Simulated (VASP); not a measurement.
# CO (P2_13) in VASP: single point with PBE+D3(BJ)

Aim: the single point of CO with PBE+D3(BJ).

All numbers are computed with VASP 6.6.1; they aren't measurements. Logs are shortened: lines on timing, memory, paths and dates and some standing lists are left out, and cuts for length are marked.

**1. The cell of the first run**

Symmetry: P2_13, No. 198, cubic system. Conventional cell: a = 5.630 Å, b = 5.630 Å, c = 5.630 Å, α = 90.00°, β = 90.00°, γ = 90.00°. C (site symmetry 3) has 1 O at 1.06 Å within 1.4 Å. O (site symmetry 3) has 1 C at 1.06 Å within 1.4 Å.

**2. Single point, PBE+D3(BJ)**

INCAR reads:

```
ALGO     = Normal         # electronic algorithm
EDIFF    = 1E-6           # SCF threshold, eV
ENCUT    = 520            # plane-wave cutoff, eV
GGA      = PE             # functional
ISIF     = 2              # what is computed and relaxed
ISMEAR   = 0              # smearing method
ISYM     = 0            
IVDW     = 12             # dispersion correction
LASPH    = T              # aspherical terms in the spheres
LCHARG   = F              # write CHGCAR
LREAL    = Auto         
LWAVE    = F              # write WAVECAR
NBANDS   = 54             # bands
NELM     = 80             # most SCF steps
PREC     = Accurate       # precision mode
SIGMA    = 0.1            # smearing width, eV
```

KPOINTS reads:

```
Automatic mesh
0
Gamma
  2 2 2
  0.5 0.5 0.5
```

POSCAR reads:

```
CO
1.0
   -5.6300000000      5.6300000000      0.0000000000
    0.0000000000      5.6300000000     -5.6300000000
   -5.6300000000      0.0000000000     -5.6300000000
C O
8 8
Direct
    0.9790000000      0.9790000000      0.0630000000
    0.4790000000      0.4790000000      0.5630000000
    0.4790000000      0.5630000000      0.9790000000
    0.9790000000      0.0630000000      0.4790000000
    0.5630000000      0.9790000000      0.9790000000
    0.0630000000      0.4790000000      0.4790000000
    0.9790000000      0.4790000000      0.9790000000
    0.4790000000      0.9790000000      0.4790000000
    0.5335000000      0.5335000000      0.3995000000
    0.0335000000      0.0335000000      0.8995000000
    0.0335000000      0.8995000000      0.5335000000
    0.5335000000      0.3995000000      0.0335000000
    0.8995000000      0.5335000000      0.5335000000
    0.3995000000      0.0335000000      0.0335000000
    0.5335000000      0.0335000000      0.5335000000
    0.0335000000      0.5335000000      0.0335000000
```

Potentials or basis: VASP PAW PBE potentials, release 64 (C, O).

Started as:

```
cat potpaw_PBE.64/C/POTCAR potpaw_PBE.64/O/POTCAR > POTCAR
mpirun -np 1 vasp_std > vasp.out
```

OUTCAR:

```text
EDIFF = 1E-6
   ENCUT = 520
   GGA = PE
   ISIF = 2
   ISMEAR = 0
   ISYM = 0
   IVDW = 12
   LASPH = T
   LREAL = Auto
   NELM = 80
   PREC = Accurate
 IVDW          = 12

 ion  position               nearest neighbor table
   1  0.979  0.979  0.063-  10 1.06
   2  0.479  0.479  0.563-   9 1.06
   3  0.479  0.563  0.979-  12 1.06
   4  0.979  0.063  0.479-  11 1.06
   5  0.563  0.979  0.979-  14 1.06
   6  0.063  0.479  0.479-  13 1.06
[... 8 lines left out ...]
  15  0.533  0.033  0.533-   8 1.06
  16  0.033  0.533  0.033-   7 1.06

IMPORTANT INFORMATION: All symmetrisations will be switched off!
NOSYMM: (Re-)initialisation of all symmetry stuff for point group C_1.

----------------------------------------------------------------------------------------

                                     Primitive cell

  volume of cell :     356.9071

  direct lattice vectors                    reciprocal lattice vectors
    -5.630000000  5.630000000  0.000000000    -0.088809947  0.088809947  0.088809947
     0.000000000  5.630000000 -5.630000000     0.088809947  0.088809947 -0.088809947
    -5.630000000  0.000000000 -5.630000000    -0.088809947 -0.088809947 -0.088809947

  length of vectors
     7.962022356  7.962022356  7.962022356     0.153823340  0.153823340  0.153823340

  position of ions in fractional coordinates (direct lattice)
     0.979000000  0.979000000  0.063000000
     0.479000000  0.479000000  0.563000000
     0.479000000  0.563000000  0.979000000
     0.979000000  0.063000000  0.479000000
     0.563000000  0.979000000  0.979000000
     0.063000000  0.479000000  0.479000000
[... 8 lines left out ...]
     0.533500000  0.033500000  0.533500000
     0.033500000  0.533500000  0.033500000

  ion indices of the primitive-cell ions
   primitive index   ion index
                 1           1
                 2           2
                 3           3
                 4           4
                 5           5
                 6           6
[... 8 lines left out ...]
                15          15
                16          16

----------------------------------------------------------------------------------------

 KPOINTS: Automatic mesh

Automatic generation of k-mesh.
 Grid dimensions read from file:
 generate k-points for:    2    2    2

 Generating k-lattice:
[... 53 lines left out ...]
   EDIFF  = 0.1E-05   stopping-criterion for ELM
   LREAL  =      T    real-space projection
   EDIFFG = 0.1E-04   stopping-criterion for IOM
   NSW    =      0    number of steps for IOM
   IBRION =     -1    ionic relax: 0-MD 1-quasi-New 2-CG
   NFREE  =      0    steps in history (QN), initial steepest desc. (CG)
   ISIF   =      2    stress and relaxation
   ISYM   =      0    0-nonsym 1-usesym 2-fastsym
   POTIM  = 0.5000    time-step for ionic-motion
   TEBEG  =    0.0;   TEEND  =   0.0 temperature during run
   PSTRESS=    0.0 pullay stress
   NELECT =      80.0000    total number of electrons
   NUPDOWN=      -1.0000    fix difference up-down
   EMIN   =  10.00;   EMAX   =-10.00  energy-range for DOS
   EFERMI =   0.00;   METHOD = LEGACY
   ISMEAR =     0;   SIGMA  =   0.10  broadening in eV -4-tet -1-fermi 0-gaus
   EFERMI_NEDOS =   21; number of points for ismear=-14 and -15
   IALGO  =     38    algorithm
   IMIX   =      4    mixing-type and parameters
     AMIX     =   0.40;   BMIX     =  1.00
     AMIX_MAG =   1.60;   BMIX_MAG =  1.00
  volume/ion in A,a.u.               =      22.31       150.53
  Fermi-wavevector in a.u.,A,eV,Ry     =   0.994458  1.879253 13.455436  0.988947
  Thomas-Fermi vector in A             =   2.126411
   LORBIT       =      0    0 simple, 1 ext, 2 COOP (PROOUT), +10 PAW based schemes
   GGA     = PE    functional components
   LHFCALC =     F    Hartree Fock is set to
   AEXX    =    0.0000 exact exchange contribution
   IVDW    =    12    specifies the selected vdW correction
   LEPSILON=     F    determine dielectric tensor
   LRPA    =     F    only Hartree local field effects (RPA)
 non-spin polarized calculation
 Gauss-broadening in eV      SIGMA  =   0.10
  energy-cutoff  :      520.00
  volume of cell :      356.91
 maximum number of plane-waves:      9615
   NGX = 29   NGY = 29   NGZ = 29

 number of electron      80.0000041 magnetization

 Free energy of the ion-electron system (eV)
  ---------------------------------------------------
  ext. energy  EPLUGINS =         0.00000000
  ---------------------------------------------------
  free energy    TOTEN  =      -114.92955073 eV

  energy without entropy =     -114.92955073  energy(sigma->0) =     -114.92955073

 E-fermi :  -4.5520     XC(G=0):  -6.4498

 val. band max:       -5.0831723849   @ k =   0.2500   0.0000   0.0000
 cond. band min:       1.3855970277   @ k =   0.2500   0.0000   0.0000
 fundamental gap:      6.4687694126
 Fermi energy:        -4.5520332861

 k-point     1 :       0.2500    0.2500    0.2500
  band No.  band energies     occupation
      1     -26.9511      2.00000
      2     -26.9301      2.00000
      3     -26.9260      2.00000
      4     -26.9195      2.00000
      5     -26.9188      2.00000
      6     -26.9173      2.00000
[... 869 lines left out ...]
     51       2.4805      0.00000
     52       2.5371      0.00000
 [bands above 52 left out]

------------------------ aborting loop because EDIFF is reached ----------------------------------------

 Edisp (eV)   -0.97481

 E8    (eV) :    -0.2516

  FORCE on cell =-STRESS in cart. coord.  units (eV):
  Direction    XX          YY          ZZ          XY          YZ          ZX
  --------------------------------------------------------------------------------------
  -------------------------------------------------------------------------------------
  Total      33.91108    33.91107    33.91040    -0.00004    -0.00014     0.00013
  in kB     152.22885   152.22884   152.22580    -0.00017    -0.00062     0.00059
  external pressure =      152.23 kB  Pullay stress =        0.00 kB

 VOLUME and BASIS-vectors are now :
 -----------------------------------------------------------------------------
  energy-cutoff  :      520.00
  volume of cell :      356.91
      direct lattice vectors                 reciprocal lattice vectors
    -5.630000000  5.630000000  0.000000000    -0.088809947  0.088809947  0.088809947
     0.000000000  5.630000000 -5.630000000     0.088809947  0.088809947 -0.088809947
    -5.630000000  0.000000000 -5.630000000    -0.088809947 -0.088809947 -0.088809947

 POSITION                                       TOTAL-FORCE (eV/Angst)
 -----------------------------------------------------------------------------------
     -5.86646     11.02354     -5.86646        -7.016884     -7.016873     -7.016739
     -5.86646      5.39354     -5.86646        -7.016914     -7.016903     -7.016765
     -8.20854      5.86646     -8.68146         7.016896      7.016903     -7.016765
     -8.20854      5.86646     -3.05146         7.016896      7.016902     -7.016770
     -8.68146      8.68146    -11.02354        -7.016846      7.016853      7.016712
     -3.05146      3.05146     -5.39354        -7.016899      7.016900      7.016764
[... 8 lines left out ...]
     -6.00721      3.19221     -3.19221        -7.021500      7.021507     -7.021348
     -0.37721      3.19221     -3.19221        -7.021549      7.021562     -7.021418
 -----------------------------------------------------------------------------------
    total drift:                                0.000028     -0.000100      0.000010

  FREE ENERGIE OF THE ION-ELECTRON SYSTEM (eV)
  ---------------------------------------------------
  free  energy   TOTEN  =      -115.9043557352 eV

  energy  without entropy=     -115.9043557352  energy(sigma->0) =     -115.90435574
```

OSZICAR:

```text
N       E                     dE             d eps       ncg     rms          rms(c)
DAV:   1     0.564295188418E+03    0.56430E+03   -0.37105E+04  1760   0.126E+03
DAV:   2    -0.632926021937E+02   -0.62759E+03   -0.60833E+03  2274   0.301E+02
DAV:   3    -0.123017839607E+03   -0.59725E+02   -0.59306E+02  2016   0.985E+01
DAV:   4    -0.124107790918E+03   -0.10900E+01   -0.10866E+01  1944   0.145E+01
DAV:   5    -0.124148899482E+03   -0.41109E-01   -0.41017E-01  2424   0.241E+00    0.229E+01
DAV:   6    -0.116418071415E+03    0.77308E+01   -0.18072E+01  1822   0.200E+01    0.118E+01
DAV:   7    -0.115071199139E+03    0.13469E+01   -0.24072E+00  2160   0.695E+00    0.547E+00
DAV:   8    -0.114941291239E+03    0.12991E+00   -0.99009E-01  2170   0.426E+00    0.160E+00
DAV:   9    -0.114934812588E+03    0.64787E-02   -0.16009E-01  2072   0.168E+00    0.488E-01
DAV:  10    -0.114928976623E+03    0.58360E-02   -0.14367E-02  2352   0.615E-01    0.138E-01
DAV:  11    -0.114929499647E+03   -0.52302E-03   -0.21955E-03  2080   0.207E-01    0.589E-02
DAV:  12    -0.114929550850E+03   -0.51203E-04   -0.23089E-04  2176   0.609E-02    0.191E-02
DAV:  13    -0.114929550692E+03    0.15797E-06   -0.10645E-05  1960   0.118E-02    0.793E-03
DAV:  14    -0.114929550734E+03   -0.42725E-07   -0.59319E-06  2176   0.116E-02
   1 F= -.11590436E+03 E0= -.11590436E+03  d E =-.109676E-13
```

stdout:

```text
POSCAR found type information on POSCAR C O
 POSCAR found :  2 types and      16 ions
 scaLAPACK will be used
 LDA part: xc-table for (Slater+PW92), standard interpolation
 POSCAR, INCAR and KPOINTS ok, starting setup
 FFT: planning ... GRIDC
 FFT: planning ... GRID_SOFT
 FFT: planning ... GRID
 WAVECAR not read
 entering main loop
```

Run time: 3.5 min. Hardware: 1 thread of Intel Xeon 6975P-C (Granite Rapids), shared host; peak memory 0.58 GiB.

Results:

* Free energy: -115.9044 eV
* Pressure: 15.2 GPa
* Largest force: 12.162 eV/Å
* Band gap on the k mesh: 6.47 eV
* Dispersion energy per atom: -0.061 eV

Forces in eV/Å, atoms in the order of the input:
```
C   -7.017 -7.017 -7.017
C   -7.017 -7.017 -7.017
C    7.017  7.017 -7.017
C    7.017  7.017 -7.017
C   -7.017  7.017  7.017
C   -7.017  7.017  7.017
C    7.017 -7.017  7.017
C    7.017 -7.017  7.017
O    7.022  7.022  7.021
O    7.021  7.021  7.021
O   -7.022 -7.022  7.021
O   -7.022 -7.022  7.021
O    7.022 -7.022 -7.021
O    7.021 -7.021 -7.021
O   -7.021  7.022 -7.021
O   -7.022  7.022 -7.021
```

Caveat: forces of over 1 eV/Å act on the atoms, so gaps and moduli don't describe the material at rest. A k mesh can miss the band edges.
